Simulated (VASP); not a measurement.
# In3Se: relaxation of cell and atoms with PBE

In3Se:

```
In Se
1.0
     4.33220    0.00000    0.00000
    -2.16610    3.75179    0.00000
     0.00000    0.00000    7.17127
In Se
3 1
Direct
  0.00000 0.00000 0.50000
  0.33333 0.66667 0.37653
  0.66667 0.33333 0.62347
  0.00000 0.00000 0.00000
```

The cell was generated, and may not be a known phase.

| Property | Result |
| --- | --- |
| Program | VASP 6.6.1 |
| Task | relaxation of cell and atoms |
| Functional | PBE |
| Potentials or basis | VASP PAW PBE potentials, release 64 (In_d, Se) |
| Cutoff | 600 eV |
| k mesh | 6 × 6 × 4 |
| Occupations | gaussian, width 0.1 eV |
| Spin | no spin polarisation |
| Dipole correction | no |
| Further INCAR settings | ALGO = Normal; EDIFF = 1e-06; IBRION = 2; EDIFFG = -0.04; NSW = 90; ISIF = 3 |

* Relaxed volume: 28.68 Å³/atom
* Relaxed cell: a = 3.939 Å, b = 3.939 Å, c = 8.539 Å, α = 90.00°, β = 90.00°, γ = 120.00°
* Space group after relaxing (to 0.1 Å): P-3m1 (No. 164)
* Pressure after relaxing: 0.1 GPa
* Largest force after relaxing: 0.018 eV/Å
* Band gap on the k mesh: zero (an odd number of electrons rules out a gap without spin polarisation)

Forces on the atoms (eV/Å):
```
In   0.000  0.000  0.000
In   0.000  0.000  0.018
In   0.000  0.000 -0.018
Se   0.000  0.000  0.000
```

Stress tensor (GPa, compression positive):
```
0.12 0.00 0.00
0.00 0.12 0.00
0.00 0.00 0.04
```

Final structure:
```
In Se
1.0
     3.93856    0.00000    0.00000
    -1.96928    3.41089    0.00000
     0.00000    0.00000    8.53927
In Se
3 1
Direct
  0.00000 0.00000 0.50000
  0.33333 0.66667 0.21788
  0.66667 0.33333 0.78212
  0.00000 0.00000 0.00000
```

Levels at points of the mesh, in eV from the Fermi level:
```tsv
k point	band 18	band 19	band 20	band 21	band 22	band 23	band 24	band 25	band 26	band 27
(0.00, 0.00, 0.00)	-7.22	-2.38	-2.07	-1.43	-1.43	3.17	3.76	4.29	4.29	4.65
(0.50, 0.00, 0.00)	-4.94	-4.30	-3.43	-3.04	-2.41	0.37	0.73	2.46	2.78	3.17
(0.00, 0.00, 0.50)	-5.41	-5.14	-1.43	-1.43	0.71	1.14	3.95	3.95	5.57	5.57
(0.50, 0.00, 0.50)	-5.20	-4.57	-3.05	-2.38	-1.64	-1.02	-0.43	1.82	2.88	3.10
```

Wall time 31 min on 1 thread of Intel(R) Xeon(R) Platinum 8488C (Sapphire Rapids) (shared host), peak memory 0.31 GiB.

Caveat: a cell axis changed by over 15 % at a fixed basis, so the end point is rough; spin-orbit coupling is left out, which moves the levels of the heavy elements.
